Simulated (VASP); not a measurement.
# Sc (Fd-3m) in VASP: settings compared

Sc is run at these levels: PBEsol, PBEsol+U; tasks: single point.

Everything below comes from runs of VASP 6.6.1. Logs are shortened: lines on timing, memory, paths and dates and some standing lists are left out, and cuts for length are marked.

## (1) The cell of the first run

Symmetry: Fd-3m, No. 227, cubic system. Conventional cell: a = 5.558 Å, b = 5.558 Å, c = 5.558 Å, α = 90.00°, β = 90.00°, γ = 90.00°. Within 3.2 Å of Sc (site symmetry -43m) lie 4 Sc at 2.41 Å.

This isn't the form of Sc at room conditions, which is hcp.

## (2) Single point, PBEsol (21.46 Å³/atom)

File INCAR:

```
PREC = Accurate ; ENCUT = 520
EDIFF = 1E-7 ; ISMEAR = -1
SIGMA = 0.05 ; LREAL = F
LASPH = T ; NELM = 60
ALGO = Normal ; ISIF = 2
LWAVE = F ; LCHARG = F
GGA = PS ; NBANDS = 18
```

File KPOINTS:

```
regular mesh
0
Gamma
  11 11 11
```

File POSCAR:

```
Sc
1.0
    0.0000000000      2.7790632810      2.7790632810
    2.7790632810      0.0000000000      2.7790632810
    2.7790632810      2.7790632810      0.0000000000
Sc
2
Direct
   -0.1250000000     -0.1250000000     -0.1250000000
    0.1250000000      0.1250000000      0.1250000000
```

Potentials or basis: VASP PAW PBE potentials, release 64 (Sc_sv).

On the command line:

```
$ cat potpaw_PBE.64/Sc_sv/POTCAR > POTCAR
$ mpirun -np 1 vasp_std > vasp.out
```

OUTCAR:

```text
PREC = Accurate
   ENCUT = 520
   EDIFF = 1E-7
   ISMEAR = -1
   LREAL = F
   LASPH = T
   NELM = 60
   ISIF = 2
   GGA = PS

 ion  position               nearest neighbor table
   1  0.875  0.875  0.875-   2 2.41   2 2.41   2 2.41   2 2.41
   2  0.125  0.125  0.125-   1 2.41   1 2.41   1 2.41   1 2.41

  LATTYP: Found a face centered cubic cell.
 ALAT       =     5.5581265620

  Lattice vectors:

 A1 = (   0.0000000000,   2.7790632810,   2.7790632810)
 A2 = (   2.7790632810,   0.0000000000,   2.7790632810)
 A3 = (   2.7790632810,   2.7790632810,   0.0000000000)

Analysis of symmetry for initial positions (statically):
=====================================================================
 Subroutine PRICEL returns:
 Original cell was already a primitive cell.

 Routine SETGRP: Setting up the symmetry group for a
 face centered cubic supercell.

 Subroutine GETGRP returns: Found 48 space group operations
 (whereof 12 operations were pure point group operations)
 out of a pool of 48 trial point group operations.

The static configuration has the point symmetry D_3d.
 The point group associated with its full space group is O_h .

Analysis of symmetry for dynamics (positions and initial velocities):
=====================================================================
 Subroutine PRICEL returns:
 Original cell was already a primitive cell.

 Routine SETGRP: Setting up the symmetry group for a
 face centered cubic supercell.

 Subroutine GETGRP returns: Found 48 space group operations
 (whereof 12 operations were pure point group operations)
 out of a pool of 48 trial point group operations.

The dynamic configuration has the point symmetry D_3d.
 The point group associated with its full space group is O_h .

 Subroutine INISYM returns: Found 48 space group operations
 (whereof 12 operations are pure point group operations),
 and found     1 'primitive' translations

----------------------------------------------------------------------------------------

                                     Primitive cell

  volume of cell :      42.9265

  direct lattice vectors                    reciprocal lattice vectors
     0.000000000  2.779063281  2.779063281    -0.179916738  0.179916738  0.179916738
     2.779063281  0.000000000  2.779063281     0.179916738 -0.179916738  0.179916738
     2.779063281  2.779063281  0.000000000     0.179916738  0.179916738 -0.179916738

  length of vectors
     3.930188983  3.930188983  3.930188983     0.311624931  0.311624931  0.311624931

  position of ions in fractional coordinates (direct lattice)
     0.875000000  0.875000000  0.875000000
     0.125000000  0.125000000  0.125000000

  ion indices of the primitive-cell ions
   primitive index   ion index
                 1           1
                 2           2

----------------------------------------------------------------------------------------

 KPOINTS: regular mesh

Automatic generation of k-mesh.
 Grid dimensions read from file:
 generate k-points for:   11   11   11

 Generating k-lattice:

  Cartesian coordinates                     Fractional coordinates (reciprocal lattice)
    -0.016356067  0.016356067  0.016356067     0.090909091  0.000000000  0.000000000
     0.016356067 -0.016356067  0.016356067     0.000000000  0.090909091  0.000000000
     0.016356067  0.016356067 -0.016356067     0.000000000  0.000000000  0.090909091

  Length of vectors
     0.028329539  0.028329539  0.028329539

  Shift w.r.t. Gamma in fractional coordinates (k-lattice)
     0.000000000  0.000000000  0.000000000

 Subroutine IBZKPT returns following result:
 ===========================================

 Found     56 irreducible k-points:

 Following reciprocal coordinates:
            Coordinates               Weight
  0.000000  0.000000  0.000000      1.000000
  0.090909  0.000000  0.000000      8.000000
  0.181818  0.000000  0.000000      8.000000
  0.272727  0.000000  0.000000      8.000000
  0.363636  0.000000  0.000000      8.000000
  0.454545  0.000000  0.000000      8.000000
[... 16 lines left out ...]
 -0.272727  0.181818  0.000000     24.000000
 -0.181818  0.181818  0.000000     12.000000
 [... further k-points ...]
   k-points           NKPTS =     56   k-points in BZ     NKDIM =     56   number of bands    NBANDS=     18
   number of dos      NEDOS =    301   number of ions     NIONS =      2
   total plane-waves  NPLWV =  27000
   dimension x,y,z NGX =    30 NGY =   30 NGZ =   30
   dimension x,y,z NGXF=    60 NGYF=   60 NGZF=   60
   ions per type =               2
   NGX,Y,Z   is equivalent  to a cutoff of  12.69, 12.69, 12.69 a.u.
   NGXF,Y,Z  is equivalent  to a cutoff of  25.38, 25.38, 25.38 a.u.
 SYSTEM =  unknown system
   PREC   = accura    normal or accurate (medium, high low for compatibility)
   ISTART =      0    job   : 0-new  1-cont  2-samecut
   ICHARG =      2    charge: 1-file 2-atom 10-const
   ISPIN  =      1    spin polarized calculation?
   LNONCOLLINEAR =      F non collinear calculations
   LSORBIT =      F    spin-orbit coupling
   LASPH  =      T    aspherical Exc in radial PAW
   ENCUT  =  520.0 eV  38.22 Ry    6.18 a.u.   7.31  7.31  7.31*2*pi/ulx,y,z
   NELM   =     60;   NELMIN=  2; NELMDL= -5     # of ELM steps
   EDIFF  = 0.1E-06   stopping-criterion for ELM
   LREAL  =      F    real-space projection
   EDIFFG = 0.1E-05   stopping-criterion for IOM
   NSW    =      0    number of steps for IOM
   IBRION =     -1    ionic relax: 0-MD 1-quasi-New 2-CG
   NFREE  =      0    steps in history (QN), initial steepest desc. (CG)
   ISIF   =      2    stress and relaxation
   ISYM   =      2    0-nonsym 1-usesym 2-fastsym
   POTIM  = 0.5000    time-step for ionic-motion
   TEBEG  =    0.0;   TEEND  =   0.0 temperature during run
   PSTRESS=    0.0 pullay stress
   NELECT =      22.0000    total number of electrons
   NUPDOWN=      -1.0000    fix difference up-down
   EMIN   =  10.00;   EMAX   =-10.00  energy-range for DOS
   EFERMI =   0.00;   METHOD = LEGACY
   ISMEAR =    -1;   SIGMA  =   0.05  broadening in eV -4-tet -1-fermi 0-gaus
   EFERMI_NEDOS =   21; number of points for ismear=-14 and -15
   IALGO  =     38    algorithm
   IMIX   =      4    mixing-type and parameters
     AMIX     =   0.40;   BMIX     =  1.00
     AMIX_MAG =   1.60;   BMIX_MAG =  1.00
  volume/ion in A,a.u.               =      21.46       144.84
  Fermi-wavevector in a.u.,A,eV,Ry     =   1.310109  2.475746 23.352829  1.716384
  Thomas-Fermi vector in A             =   2.440661
   LORBIT       =      0    0 simple, 1 ext, 2 COOP (PROOUT), +10 PAW based schemes
   GGA     = PS    functional components
   LHFCALC =     F    Hartree Fock is set to
   AEXX    =    0.0000 exact exchange contribution
   IVDW    =     0    specifies the selected vdW correction
   LEPSILON=     F    determine dielectric tensor
   LRPA    =     F    only Hartree local field effects (RPA)
 non-spin polarized calculation
  energy-cutoff  :      520.00
  volume of cell :       42.93
 maximum number of plane-waves:      1179
 NGX is ok and might be reduce to    30
   NGX = 15   NGY = 15   NGZ = 15

 number of electron      21.9999998 magnetization

 Free energy of the ion-electron system (eV)
  ---------------------------------------------------
  ext. energy  EPLUGINS =         0.00000000
  ---------------------------------------------------
  free energy    TOTEN  =        -8.89779340 eV

  energy without entropy =       -8.87126252  energy(sigma->0) =       -8.88452796

 E-fermi :   4.2887     XC(G=0): -10.3461

 val. band max:        4.2623155645   @ k =  -0.4545   0.2727   0.0909
 cond. band min:       4.2973709885   @ k =   0.3636   0.1818   0.0000
 fundamental gap:      0.0350554240
 Fermi energy:         4.2887185329

 k-point     1 :       0.0000    0.0000    0.0000
  band No.  band energies     occupation
      1     -45.2461      2.00000
      2     -44.2108      2.00000
      3     -24.2372      2.00000
      4     -24.2372      2.00000
      5     -24.2372      2.00000
      6     -22.9921      2.00000
[... 10 lines left out ...]
     17       6.7323      0.00000
     18       9.7294      0.00000

 k-point     2 :       0.0909    0.0000    0.0000
  band No.  band energies     occupation
      1     -45.2311      2.00000
      2     -44.2272      2.00000
      3     -24.2526      2.00000
      4     -24.2526      2.00000
      5     -24.2408      2.00000
      6     -22.9898      2.00000
[... 10 lines left out ...]
     17       6.7058      0.00000
     18       9.7153      0.00000

 k-point     3 :       0.1818    0.0000    0.0000
  band No.  band energies     occupation
      1     -45.1881      2.00000
      2     -44.2738      2.00000
      3     -24.2919      2.00000
      4     -24.2919      2.00000
      5     -24.2515      2.00000
      6     -22.9822      2.00000
[... 10 lines left out ...]
     17       6.7103      0.00000
     18       9.6636      0.00000

 k-point     4 :       0.2727    0.0000    0.0000
  band No.  band energies     occupation
      1     -45.1242      2.00000
      2     -44.3423      2.00000
      3     -24.3399      2.00000
      4     -24.3399      2.00000
      5     -24.2680      2.00000
      6     -22.9690      2.00000
[... 10 lines left out ...]
     17       6.9416      0.00000
     18       9.5496      0.00000

 k-point     5 :       0.3636    0.0000    0.0000
  band No.  band energies     occupation
      1     -45.0536      2.00000
      2     -44.4172      2.00000
      3     -24.3811      2.00000
      4     -24.3811      2.00000
      5     -24.2855      2.00000
      6     -22.9538      2.00000
[... 10 lines left out ...]
     17       7.3907      0.00000
     18       9.3526      0.00000

 k-point     6 :       0.4545    0.0000    0.0000
  band No.  band energies     occupation
      1     -45.0025      2.00000
      2     -44.4708      2.00000
      3     -24.4044      2.00000
      4     -24.4044      2.00000
      5     -24.2970      2.00000
      6     -22.9435      2.00000
[... 10 lines left out ...]
     17       7.7996      0.00000
     18       9.1284      0.00000

 k-point     7 :       0.0909    0.0909    0.0000
  band No.  band energies     occupation
      1     -45.2259      2.00000
      2     -44.2328      2.00000
      3     -24.2717      2.00000
      4     -24.2717      2.00000
      5     -24.2120      2.00000
      6     -23.0204      2.00000
[... 10 lines left out ...]
     17       6.7370      0.00000
     18       9.5943      0.00000

 k-point     8 :       0.1818    0.0909    0.0000
  band No.  band energies     occupation
      1     -45.1919      2.00000
      2     -44.2697      2.00000
      3     -24.3131      2.00000
      4     -24.3128      2.00000
      5     -24.1950      2.00000
      6     -23.0395      2.00000
[... 10 lines left out ...]
     17       6.7753      0.00000
     18       9.4325      0.00000
[... 229 lines left out ...]
     17       7.4490      0.00000
     18       8.6777      0.00000

 k-point    20 :       0.4545    0.1818    0.0000
  band No.  band energies     occupation
      1     -44.9800      2.00000
      2     -44.4943      2.00000
      3     -24.5290      2.00000
      4     -24.4620      2.00000
      5     -24.0500      2.00000
      6     -23.1789      2.00000
[... 10 lines left out ...]
     17       7.6750      0.00000
     18       8.7597      0.00000

 k-point    21 :      -0.4545    0.1818    0.0000
  band No.  band energies     occupation
      1     -44.9424      2.00000
      2     -44.5333      2.00000
      3     -24.5618      2.00000
      4     -24.4569      2.00000
      5     -24.0514      2.00000
      6     -23.1710      2.00000
[... 10 lines left out ...]
     17       7.3898      0.00000
     18       9.0153      0.00000

 k-point    22 :      -0.3636    0.1818    0.0000
  band No.  band energies     occupation
      1     -44.9655      2.00000
      2     -44.5093      2.00000
      3     -24.5612      2.00000
      4     -24.4287      2.00000
      5     -24.0735      2.00000
      6     -23.1469      2.00000
[... 10 lines left out ...]
     17       7.7524      0.00000
     18       8.4023      0.00000

 k-point    23 :      -0.2727    0.1818    0.0000
  band No.  band energies     occupation
      1     -45.0298      2.00000
      2     -44.4422      2.00000
      3     -24.5245      2.00000
      4     -24.3845      2.00000
      5     -24.1133      2.00000
      6     -23.1097      2.00000
[... 10 lines left out ...]
     17       7.4760      0.00000
     18       8.4803      0.00000

 k-point    24 :      -0.1818    0.1818    0.0000
  band No.  band energies     occupation
      1     -45.0999      2.00000
      2     -44.3682      2.00000
      3     -24.4568      2.00000
      4     -24.3367      2.00000
      5     -24.1639      2.00000
      6     -23.0640      2.00000
[... 10 lines left out ...]
     17       7.0173      0.00000
     18       8.9286      0.00000

 [... further k-points ...]
[... 5 lines left out ...]
  --------------------------------------------------------------------------------------
  -------------------------------------------------------------------------------------
  Total        1.3877424      1.3877424      1.3877424      0.0000000     -0.0000000      0.0000000
  in kB       51.7957507     51.7957507     51.7957507      0.0000000     -0.0000000      0.0000000
  external PRESSURE =      51.7957507 kB  Pullay stress =       0.0000000 kB

 VOLUME and BASIS-vectors are now :
 -----------------------------------------------------------------------------
  energy-cutoff  :      520.00
  volume of cell :       42.93
      direct lattice vectors                 reciprocal lattice vectors
     0.000000000  2.779063281  2.779063281    -0.179916738  0.179916738  0.179916738
     2.779063281  0.000000000  2.779063281     0.179916738 -0.179916738  0.179916738
     2.779063281  2.779063281  0.000000000     0.179916738  0.179916738 -0.179916738

 POSITION                                       TOTAL-FORCE (eV/Angst)
 -----------------------------------------------------------------------------------
      4.86336      4.86336      4.86336        -0.000000     -0.000000     -0.000000
      0.69477      0.69477      0.69477         0.000000      0.000000      0.000000
 -----------------------------------------------------------------------------------
    total drift:                               -0.000000      0.000000      0.000000

  FREE ENERGIE OF THE ION-ELECTRON SYSTEM (eV)
  ---------------------------------------------------
  free  energy   TOTEN  =        -8.8977933985 eV

  energy  without entropy=       -8.8712625231  energy(sigma->0) =       -8.88452796
```

It took 83 s on 1 thread of Intel Xeon 8259CL, shared host; peak memory 0.19 GiB.

Results:

- Free energy: -8.8978 eV
- Pressure: 5.2 GPa
- Band gap on the k mesh: zero (bands 11 and 12 overlap by 1.13 eV)

Caveat: the cell stands under pressure; the PAW data sets were made with another functional, which shifts forces and pressure a little.

## (3) Single point, PBEsol+U

This run uses another cell than the first one, of 12.26 Å³/atom.

File INCAR:

```
SYSTEM = Sc
  PREC = Accurate
  ENCUT = 520
  EDIFF = 1E-7
  ISMEAR = -4
  SIGMA = 0.1
  LREAL = .False.
  LASPH = .True.
  NELM = 150
  ALGO = Normal
  ISIF = 2
  LWAVE = .False.
  LCHARG = .False.
  LMAXMIX = 4
  LDAU = .True.
  LDAUTYPE = 2
  LDAUL = 2
  LDAUU = 4
  LDAUJ = 0
  LDAUPRINT = 1
  GGA = PS
  NBANDS = 18
```

File KPOINTS:

```
regular mesh
0
Gamma
  11 11 11
  0 0 0
```

File POSCAR:

```
Sc
1.0
    0.0000000000      2.3061404485      2.3061404485
    2.3061404485      0.0000000000      2.3061404485
    2.3061404485      2.3061404485      0.0000000000
Sc
2
Direct
   -0.1250000000     -0.1250000000     -0.1250000000
    0.1250000000      0.1250000000      0.1250000000
```

Potentials or basis: VASP PAW PBE potentials, release 64 (Sc_sv).

On the command line:

```
$ cat potpaw_PBE.64/Sc_sv/POTCAR > POTCAR
$ mpirun -np 1 vasp_std > vasp.out
```

Wall time 28 s (1 thread of Intel Xeon 8259CL, shared host); peak memory 0.15 GiB.

The run converged. Its results:

- Free energy: 1.6149 eV
- Pressure: 122.5 GPa
- Band gap on the k mesh: zero (bands 11 and 12 overlap by 1.25 eV)

Levels at points of the mesh, in eV from the Fermi level:
```
           k point  band 7  band 8  band 9  band 10  band 11  band 12  band 13  band 14  band 15  band 16
(0.00, 0.00, 0.00)  -27.11  -27.11   -5.99    -2.56    -2.56     1.00     1.00     1.00     4.62     4.62
```

Eigenvalues of the final occupation matrices:
```tsv
site	spin	trace	eigenvalues
site 1 d	1	1.28	0.17 0.17 0.17 0.39 0.39
site 1 d	2	1.28	0.17 0.17 0.17 0.39 0.39
site 2 d	1	1.28	0.17 0.17 0.17 0.39 0.39
site 2 d	2	1.28	0.17 0.17 0.17 0.39 0.39
```

Caveat: atoms lie so close that the PAW spheres overlap strongly, which falsifies energies and pressures; the cell stands under pressure; the PAW data sets were made with another functional, which shifts forces and pressure a little; U without spin polarisation on a metal has little footing; the U is typed as a test and isn't derived for this compound.

(Continued in part 2 of 2.)
